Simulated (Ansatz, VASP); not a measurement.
One calculation of AgCl, two programs

```
CELL_PARAMETERS angstrom
3.43397 0.00000 0.00000
0.00000 3.43397 0.00000
0.00000 0.00000 3.43397
ATOMIC_POSITIONS crystal
Ag 0.00000 0.00000 0.00000
Cl 0.39080 0.50000 0.50000
```

Change from the starting cell: all Cl atoms moved +0.375 Å, as atom 2 towards its neighbour atom 2 (Cl) at 3.434 Å.

Alike in both runs: task single point; functional PBEsol; k mesh 10 × 10 × 10; occupations gaussian, width 0.05 eV; no spin polarisation.

```csv
,VASP,Ansatz
version,VASP 6.6.1,Ansatz 0.2.0
potentials or method,"VASP PAW PBE potentials, release 64 (Ag, Cl), cutoff 520 eV","scalar-relativistic, plane waves, PAW"
valence electrons in the cell,18,26
```

Ansatz gave:

```
gap on the k mesh at the Fermi level (eV)                     : 0.38
least direct gap on the mesh (eV)                             : 1.63
pressure (GPa)                                                : -2.8
traceless stress, the component that is largest in VASP (GPa) : -0.54
rms of the force components (eV/Å)                            : 0.003
```

What did VASP give for the same quantities?

gap on the k mesh at the Fermi level (eV): 0.38; least direct gap on the mesh (eV): 1.63; pressure (GPa): -2.9; traceless stress, the component that is largest in VASP (GPa): -0.53; rms of the force components (eV/Å): 0.004.

VASP's potentials were made for PBE, not for PBEsol. Atom by atom the forces differ by 0.001 eV/Å (rms over components). The functional is the same, so the differences come from potentials, cutoffs and numerics. VASP's potentials hold 18 valence electrons a cell and Ansatz's 26, so a difference there can come from the potentials and not from the codes.
